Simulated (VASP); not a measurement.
Ta3TiN4, 8 atoms in the cell. The typed cell holds 8 atoms: a = 2.943 Å, b = 2.943 Å, c = 11.382 Å, α = 90.00°, β = 89.99°, γ = 120.00°. 

| Property | Result |
| --- | --- |
| Program | VASP 6.6.1 |
| Task | single point |
| Functional | PBE |
| Potentials or basis | VASP PAW PBE potentials, release 64 (Ti_sv, Ta_pv, N) |
| Cutoff | 520 eV |
| k mesh | 12 × 12 × 2 |
| Occupations | gaussian, width 0.2 eV |
| Spin | no spin polarisation |
| Dipole correction | no |
| Further INCAR settings | ALGO = Normal; EDIFF = 1e-06; NBANDS = 42 |

Potentials or basis: VASP PAW PBE potentials, release 64 (Ti_sv, Ta_pv, N).

The run is started by

```bash
$ cat potpaw_PBE.64/Ti_sv/POTCAR potpaw_PBE.64/Ta_pv/POTCAR potpaw_PBE.64/N/POTCAR > POTCAR
$ mpirun -np 1 vasp_std > vasp.out
```

Hardware: 1 thread of Intel Xeon 6975P-C, on a shared host.

Problem. Estimate the wall time of this run.

Solution. Wall time 15 min on 1 thread of Intel Xeon 6975P-C, with other jobs on the host, peak memory 0.56 GiB. Counts: scf iterations 18, k points 148.
